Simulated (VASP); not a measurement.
# Ta (P6_3/mmc) in VASP: a series of runs, part 3 of 3

VASP 6.6.1. Earlier steps stand in the parts before.

## 4. Single point, r2SCAN (strain +0.0250 x Voigt [1, 1, 0, 0, 0, 0])

The input, POSCAR:

```
Ta
1.0
    2.9601883259      0.0000000000      0.0000000000
   -1.4800941629      2.5635982902      0.0000000000
    0.0000000000      0.0000000000      5.1181138697
Ta
2
Direct
    0.6666666667      0.3333333333      0.7500000000
    0.3333333333      0.6666666667      0.2500000000
```

The input, INCAR.step1:

```
ALGO = Normal
EDIFF = 1E-4
ENCUT = 520
GGA = PE
ISMEAR = 0
LASPH = T
LCHARG = F
LREAL = F
LWAVE = T
NBANDS = 18
NELM = 60
PREC = Accurate
SIGMA = 0.15
```

The input, INCAR.step2:

```
ALGO = Normal
EDIFF = 1E-7
ENCUT = 520
ISIF = 2
ISMEAR = 0
ISTART = 1
LASPH = T
LCHARG = F
LMIXTAU = T
LREAL = F
LWAVE = F
METAGGA = R2SCAN
NBANDS = 18
NELM = 60
PREC = Accurate
SIGMA = 0.15
```

The input, KPOINTS:

```
k-points
0
Gamma
  24 24 12
```

Potentials or basis: VASP PAW PBE potentials, release 64 (Ta_pv).

On the command line:

```console
$ cat potpaw_PBE.64/Ta_pv/POTCAR > POTCAR
$ cp INCAR.step1 INCAR
$ mpirun -np 1 vasp_std > vasp.out
$ cp INCAR.step2 INCAR
$ mpirun -np 1 vasp_std > vasp.out
```

OUTCAR:

```text
EDIFF = 1E-7
   ENCUT = 520
   ISIF = 2
   ISMEAR = 0
   ISTART = 1
   LASPH = T
   LREAL = F
   METAGGA = R2SCAN
   NELM = 60
   PREC = Accurate

 ion  position               nearest neighbor table
   1  0.667  0.333  0.750-   2 3.08   2 3.08   2 3.08   2 3.08   2 3.08   2 3.08
   2  0.333  0.667  0.250-   1 3.08   1 3.08   1 3.08   1 3.08   1 3.08   1 3.08

  LATTYP: Found a hexagonal cell.
 ALAT       =     2.9601883259
 C/A-ratio  =     1.7289825194

  Lattice vectors:

 A1 = (   2.9601883259,   0.0000000000,   0.0000000000)
 A2 = (  -1.4800941629,   2.5635982902,   0.0000000000)
 A3 = (   0.0000000000,   0.0000000000,   5.1181138697)

Analysis of symmetry for initial positions (statically):
=====================================================================
 Subroutine PRICEL returns:
 Original cell was already a primitive cell.

 Routine SETGRP: Setting up the symmetry group for a
 hexagonal supercell.

 Subroutine GETGRP returns: Found 24 space group operations
 (whereof 12 operations were pure point group operations)
 out of a pool of 24 trial point group operations.

The static configuration has the point symmetry D_3d.
 The point group associated with its full space group is D_6h.

Analysis of symmetry for dynamics (positions and initial velocities):
=====================================================================
 Subroutine PRICEL returns:
 Original cell was already a primitive cell.

 Routine SETGRP: Setting up the symmetry group for a
 hexagonal supercell.

 Subroutine GETGRP returns: Found 24 space group operations
 (whereof 12 operations were pure point group operations)
 out of a pool of 24 trial point group operations.

The dynamic configuration has the point symmetry D_3d.
 The point group associated with its full space group is D_6h.

 Subroutine INISYM returns: Found 24 space group operations
 (whereof 12 operations are pure point group operations),
 and found     1 'primitive' translations

----------------------------------------------------------------------------------------

                                     Primitive cell

  volume of cell :      38.8400

  direct lattice vectors                    reciprocal lattice vectors
     2.960188326  0.000000000  0.000000000     0.337816345  0.195038358  0.000000000
    -1.480094163  2.563598290  0.000000000     0.000000000  0.390076715  0.000000000
     0.000000000  0.000000000  5.118113870     0.000000000  0.000000000  0.195384477

  length of vectors
     2.960188326  2.960188326  5.118113870     0.390076715  0.390076715  0.195384477

  position of ions in fractional coordinates (direct lattice)
     0.666666667  0.333333333  0.750000000
     0.333333333  0.666666667  0.250000000

  ion indices of the primitive-cell ions
   primitive index   ion index
                 1           1
                 2           2

----------------------------------------------------------------------------------------

 KPOINTS: k-points

Automatic generation of k-mesh.
 Grid dimensions read from file:
 generate k-points for:   24   24   12

 Generating k-lattice:

  Cartesian coordinates                     Fractional coordinates (reciprocal lattice)
     0.014075681  0.008126598  0.000000000     0.041666667  0.000000000  0.000000000
     0.000000000  0.016253196  0.000000000     0.000000000  0.041666667  0.000000000
     0.000000000  0.000000000  0.016282040     0.000000000  0.000000000  0.083333333

  Length of vectors
     0.016253196  0.016253196  0.016282040

  Shift w.r.t. Gamma in fractional coordinates (k-lattice)
     0.000000000  0.000000000  0.000000000

 Subroutine IBZKPT returns following result:
 ===========================================

 Found    427 irreducible k-points:

 Following reciprocal coordinates:
            Coordinates               Weight
  0.000000  0.000000  0.000000      1.000000
  0.041667 -0.000000  0.000000      6.000000
  0.083333 -0.000000  0.000000      6.000000
  0.125000 -0.000000  0.000000      6.000000
  0.166667 -0.000000  0.000000      6.000000
  0.208333 -0.000000  0.000000      6.000000
[... 16 lines left out ...]
  0.416667  0.041667  0.000000     12.000000
  0.458333  0.041667  0.000000     12.000000
 [... further k-points ...]
   k-points           NKPTS =    427   k-points in BZ     NKDIM =    427   number of bands    NBANDS=     18
   number of dos      NEDOS =    301   number of ions     NIONS =      2
   total plane-waves  NPLWV =  23040
   dimension x,y,z NGX =    24 NGY =   24 NGZ =   40
   dimension x,y,z NGXF=    48 NGYF=   48 NGZF=   80
   ions per type =               2
   NGX,Y,Z   is equivalent  to a cutoff of  13.48, 13.48, 12.99 a.u.
   NGXF,Y,Z  is equivalent  to a cutoff of  26.96, 26.96, 25.99 a.u.
 SYSTEM =  unknown system
   PREC   = accura    normal or accurate (medium, high low for compatibility)
   ISTART =      1    job   : 0-new  1-cont  2-samecut
   ICHARG =      0    charge: 1-file 2-atom 10-const
   ISPIN  =      1    spin polarized calculation?
   LNONCOLLINEAR =      F non collinear calculations
   LSORBIT =      F    spin-orbit coupling
   LASPH  =      T    aspherical Exc in radial PAW
   ENCUT  =  520.0 eV  38.22 Ry    6.18 a.u.   5.50  5.50  9.52*2*pi/ulx,y,z
   NELM   =     60;   NELMIN=  2; NELMDL=  0     # of ELM steps
   EDIFF  = 0.1E-06   stopping-criterion for ELM
   LREAL  =      F    real-space projection
   EDIFFG = 0.1E-05   stopping-criterion for IOM
   NSW    =      0    number of steps for IOM
   IBRION =     -1    ionic relax: 0-MD 1-quasi-New 2-CG
   NFREE  =      0    steps in history (QN), initial steepest desc. (CG)
   ISIF   =      2    stress and relaxation
   ISYM   =      2    0-nonsym 1-usesym 2-fastsym
   POTIM  = 0.5000    time-step for ionic-motion
   TEBEG  =    0.0;   TEEND  =   0.0 temperature during run
   PSTRESS=    0.0 pullay stress
   NELECT =      22.0000    total number of electrons
   NUPDOWN=      -1.0000    fix difference up-down
   EMIN   =  10.00;   EMAX   =-10.00  energy-range for DOS
   EFERMI =   0.00;   METHOD = LEGACY
   ISMEAR =     0;   SIGMA  =   0.15  broadening in eV -4-tet -1-fermi 0-gaus
   EFERMI_NEDOS =   21; number of points for ismear=-14 and -15
   IALGO  =     38    algorithm
   IMIX   =      4    mixing-type and parameters
     AMIX     =   0.40;   BMIX     =  1.00
     AMIX_MAG =   1.60;   BMIX_MAG =  1.00
  volume/ion in A,a.u.               =      19.42       131.05
  Fermi-wavevector in a.u.,A,eV,Ry     =   1.354532  2.559695 24.963388  1.834757
  Thomas-Fermi vector in A             =   2.481696
   LORBIT       =      0    0 simple, 1 ext, 2 COOP (PROOUT), +10 PAW based schemes
   METAGGA = R2SCAN    functional components
   LHFCALC =     F    Hartree Fock is set to
   AEXX    =    0.0000 exact exchange contribution
   IVDW    =     0    specifies the selected vdW correction
   LEPSILON=     F    determine dielectric tensor
   LRPA    =     F    only Hartree local field effects (RPA)
 non-spin polarized calculation
 Gauss-broadening in eV      SIGMA  =   0.15
  energy-cutoff  :      520.00
  volume of cell :       38.84
 maximum number of plane-waves:      1081
 NGX is ok and might be reduce to    24
   NGX = 11   NGY = 11   NGZ = 19

 number of electron      22.0000001 magnetization

 Free energy of the ion-electron system (eV)
  ---------------------------------------------------
  ext. energy  EPLUGINS =         0.00000000
  ---------------------------------------------------
  free energy    TOTEN  =       -96.50976021 eV

  energy without entropy =      -96.48052469  energy(sigma->0) =      -96.49514245

 E-fermi :   5.2130     XC(G=0): -13.3255

 val. band max:        5.2123299594   @ k =   0.4167   0.1250   0.1667
 cond. band min:       5.2157590508   @ k =   0.1667   0.1667   0.1667
 fundamental gap:      0.0034290913
 Fermi energy:         5.2130111490

 k-point     1 :       0.0000    0.0000    0.0000
  band No.  band energies     occupation
      1     -30.6448      2.00000
      2     -29.8145      2.00000
      3     -29.8019      2.00000
      4     -29.8018      2.00000
      5     -29.7108      2.00000
      6     -29.7108      2.00000
[... 10 lines left out ...]
     17      10.4188      0.00000
     18      10.4188      0.00000
[... 463 lines left out ...]
 k-point    24 :       0.4583    0.0417    0.0000
  band No.  band energies     occupation
      1     -30.6803      2.00000
      2     -30.5607      2.00000
      3     -30.2375      2.00000
      4     -30.0496      2.00000
      5     -29.9719      2.00000
      6     -29.8896      2.00000
[... 10 lines left out ...]
     17      12.1096      0.00000
     18      12.9058      0.00000

 [... further k-points ...]

------------------------ aborting loop because EDIFF is reached ----------------------------------------

  FORCE on cell =-STRESS in cart. coord.  units (eV):
  Direction    XX          YY          ZZ          XY          YZ          ZX
  --------------------------------------------------------------------------------------
  -------------------------------------------------------------------------------------
  Total       -2.4787619     -2.4787619     -1.2528699     -0.0000000      0.0000000      0.0000000
  in kB     -102.2506635   -102.2506635    -51.6817623     -0.0000000      0.0000000      0.0000000
  external PRESSURE =     -85.3943631 kB  Pullay stress =       0.0000000 kB

 VOLUME and BASIS-vectors are now :
 -----------------------------------------------------------------------------
  energy-cutoff  :      520.00
  volume of cell :       38.84
      direct lattice vectors                 reciprocal lattice vectors
     2.960188326  0.000000000  0.000000000     0.337816345  0.195038358  0.000000000
    -1.480094163  2.563598290  0.000000000     0.000000000  0.390076715  0.000000000
     0.000000000  0.000000000  5.118113870     0.000000000  0.000000000  0.195384477

 POSITION                                       TOTAL-FORCE (eV/Angst)
 -----------------------------------------------------------------------------------
      1.48009      0.85453      3.83859         0.000000     -0.000000      0.000000
     -0.00000      1.70907      1.27953        -0.000000      0.000000      0.000000
 -----------------------------------------------------------------------------------
    total drift:                                0.000000     -0.000000      0.000000

  FREE ENERGIE OF THE ION-ELECTRON SYSTEM (eV)
  ---------------------------------------------------
  free  energy   TOTEN  =       -96.5097602057 eV

  energy  without entropy=      -96.4805246949  energy(sigma->0) =      -96.49514245
```

OUTCAR.step1:

```text
EDIFF = 1E-4
   ENCUT = 520
   GGA = PE
   ISMEAR = 0
   LASPH = T
[... 728 lines left out ...]
 -----------------------------------------------------------------------------------
      1.48009      0.85453      3.83859        -0.000000      0.000000      0.000000
     -0.00000      1.70907      1.27953         0.000000     -0.000000      0.000000
 -----------------------------------------------------------------------------------
    total drift:                                0.000000     -0.000000      0.000000

  FREE ENERGIE OF THE ION-ELECTRON SYSTEM (eV)
  ---------------------------------------------------
  free  energy   TOTEN  =       -23.0431176017 eV

  energy  without entropy=      -23.0128284641  energy(sigma->0) =      -23.02797303
```

OSZICAR.step1:

```text
N       E                     dE             d eps       ncg     rms          rms(c)
DAV:   1     0.169101735457E+03    0.16910E+03   -0.12790E+04 15412   0.125E+03
DAV:   2    -0.197572546084E+02   -0.18886E+03   -0.18593E+03 18856   0.353E+02
DAV:   3    -0.240051865573E+02   -0.42479E+01   -0.41716E+01 18484   0.495E+01
DAV:   4    -0.240393986676E+02   -0.34212E-01   -0.34130E-01 17600   0.459E+00
DAV:   5    -0.240396423183E+02   -0.24365E-03   -0.24363E-03 17388   0.381E-01    0.165E+01
DAV:   6    -0.232767663518E+02    0.76288E+00   -0.86342E-01 17158   0.799E+00    0.782E+00
DAV:   7    -0.230459171945E+02    0.23085E+00   -0.71513E-01 17924   0.686E+00    0.519E-01
DAV:   8    -0.230431481082E+02    0.27691E-02   -0.96551E-03 16932   0.839E-01    0.140E-01
DAV:   9    -0.230431176017E+02    0.30506E-04   -0.34287E-04 17420   0.154E-01
   1 F= -.23043118E+02 E0= -.23027973E+02  d E =-.302891E-01
```

Run time: 21 min. Hardware: 1 thread of Intel Xeon 8259CL, shared host; peak memory 0.37 GiB.

Results:

| Quantity | Value |
| --- | --- |
| Free energy | -96.5098 eV |
| Pressure | -8.5 GPa |
| Band gap on the k mesh | zero (bands 11 and 12 overlap by 2.03 eV) |

Levels at points of the mesh, in eV from the Fermi level:
```
           k point  band 7  band 8  band 9  band 10  band 11  band 12  band 13  band 14  band 15  band 16
(0.00, 0.00, 0.00)   -8.51   -4.96   -0.25    -0.21     0.63     0.63     1.25     1.25     2.88     2.88
(0.50, 0.00, 0.00)   -4.14   -3.85   -3.27    -0.85    -0.16     0.61     0.80     5.76     6.17     6.50
(0.00, 0.00, 0.50)   -6.56   -6.56   -1.09    -1.09     0.66     0.66     0.66     0.66     4.48     4.48
(0.50, 0.00, 0.50)   -4.36   -4.36   -2.19    -2.19     1.20     1.20     2.62     2.62     5.65     5.65
```

Caveat: the cell differs from its parent crystal (strain +0.0250 x Voigt [1, 1, 0, 0, 0, 0]); the stress differs along the axes, from -10 to -5 GPa; the PAW data sets were made with another functional, which shifts forces and pressure a little; spin-orbit coupling is left out, which moves the levels of the heavy elements.

## 5. Summary

```csv
cell,gap on the mesh (eV),pressure (GPa)
"a = 2.599, b = 2.599, c = 5.118 Å, angles 90.0, 90.0, 120.0°, 2 atoms",none,65.7
"a = 2.744, b = 2.744, c = 5.118 Å, angles 90.0, 90.0, 120.0°, 2 atoms",none,26.2
"a = 2.960, b = 2.960, c = 5.118 Å, angles 90.0, 90.0, 120.0°, 2 atoms",none,-8.5
```

Alike in all rows: task single point; level r2SCAN; potentials or basis VASP PAW PBE potentials, release 64 (Ta_pv); no spin polarisation; k mesh 24 × 24 × 12; cutoff (eV) 520; smearing gaussian 0.15 eV.

Caveats: the PAW data sets were made with another functional, which shifts forces and pressure a little; spin-orbit coupling is left out, which moves the levels of the heavy elements; the stress differs along the axes, from 33 to 82 GPa (at least some runs); the stress differs along the axes, from 15 to 32 GPa (at least some runs); the stress differs along the axes, from -10 to -5 GPa (at least some runs).

Total energies depend on the potentials used, so only differences within one code and one set of settings carry meaning.
